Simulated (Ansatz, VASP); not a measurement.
This is a calculation of MgB2 for Ansatz 0.2.0.

Contents of input.yaml:

```yaml
crystal:
  lattice:
    - [3.1455055572, 0.0, 0.0]
    - [-1.5727527786, 2.7240877203, 0.0]
    - [0.0, 0.0, 3.5920959734]
  atoms:
    - { symbol: Mg, position: [0.0, 0.0, 0.0] }
    - { symbol: B, position: [0.6666666667, 0.3333333333, 0.5] }
    - { symbol: B, position: [0.3333333333, 0.6666666667, 0.5] }
hamiltonian:
  xc: r2scan
  pseudopotentials: { kind: paw }
kpoints:
  mp_grid: { grid: [10, 10, 8] }
scf:
  occupations: { method: fermi_dirac, width: 0.05 }
output:
  forces: true
  stress: true
  eigenvalues: true
```

Potentials or basis: Ansatz PAW.

Command:

```bash
$ ansatz run input.yaml --threads 2 --pin off --max-ram 5632MiB --backend cpu --events-out ev --progress --plain --runs-dir out
```

Task: Translate it to VASP 6.6.1. Potentials there: VASP PAW PBE potentials, release 64 (Mg_sv, B).

Result: As run (the cutoff follows the program's own potentials):

Contents of POSCAR:

```
MgB2
1.0
    3.1455055572      0.0000000000      0.0000000000
   -1.5727527786      2.7240877203      0.0000000000
    0.0000000000      0.0000000000      3.5920959734
Mg B
1 2
Direct
    0.0000000000      0.0000000000      0.0000000000
    0.6666666667      0.3333333333      0.5000000000
    0.3333333333      0.6666666667      0.5000000000
```

The input INCAR.step1:

```
SYSTEM = MgB2
PREC     = Accurate       ! precision mode
ENCUT    = 750            ! plane-wave cutoff, eV
ISMEAR   = -1             ! smearing method
SIGMA    = 0.05           ! smearing width, eV
LREAL    = .False.        ! projectors in reciprocal space
LASPH    = .True.         ! aspherical terms in the spheres
NELM     = 120            ! most SCF steps
NBANDS   = 15             ! bands
GGA      = PE             ! functional
ALGO     = Normal         ! electronic algorithm
EDIFF    = 1E-5           ! SCF threshold, eV
LWAVE    = .True.         ! write WAVECAR
LCHARG   = .False.        ! write CHGCAR
GGA_COMPAT= .False.
```

INCAR.step2

```
SYSTEM = MgB2
PREC     = Accurate       ! precision mode
ENCUT    = 750            ! plane-wave cutoff, eV
EDIFF    = 1E-6           ! SCF threshold, eV
ISMEAR   = -1             ! smearing method
SIGMA    = 0.05           ! smearing width, eV
LREAL    = .False.        ! projectors in reciprocal space
LASPH    = .True.         ! aspherical terms in the spheres
NELM     = 120            ! most SCF steps
ALGO     = Normal         ! electronic algorithm
ISIF     = 2              ! what is computed and relaxed
LWAVE    = .False.        ! write WAVECAR
LCHARG   = .False.        ! write CHGCAR
METAGGA  = R2SCAN         ! meta-GGA
LMIXTAU  = .True.       
NBANDS   = 15             ! bands
ISTART   = 1            
GGA_COMPAT= .False.
```

File KPOINTS:

```
Automatic mesh
0
Gamma
  10 10 8
  0 0 0
```

Potentials or basis: VASP PAW PBE potentials, release 64 (Mg_sv, B).

Run with:

```console
$ cat potpaw_PBE.64/Mg_sv/POTCAR potpaw_PBE.64/B/POTCAR > POTCAR
$ cp INCAR.step1 INCAR
$ mpirun -np 1 vasp_std > vasp.out
$ cp INCAR.step2 INCAR
$ mpirun -np 1 vasp_std > vasp.out
```

Both were run:

|  | VASP | Ansatz | Ansatz less VASP |
| --- | --- | --- | --- |
| gap on the k mesh at the Fermi level (eV) | none | none | - |
| pressure (GPa) | -10.2 | -9.9 | +0.27 |
| traceless stress, the component that is largest in VASP (GPa) | 2.19 | 2.18 | -0.006 |

VASP's potentials were made for PBE, not for r2SCAN. A gap of «none» marks a metal or a gap that the smearing closes. With one functional, cell and mesh, what is left measures potentials, basis and numerics.
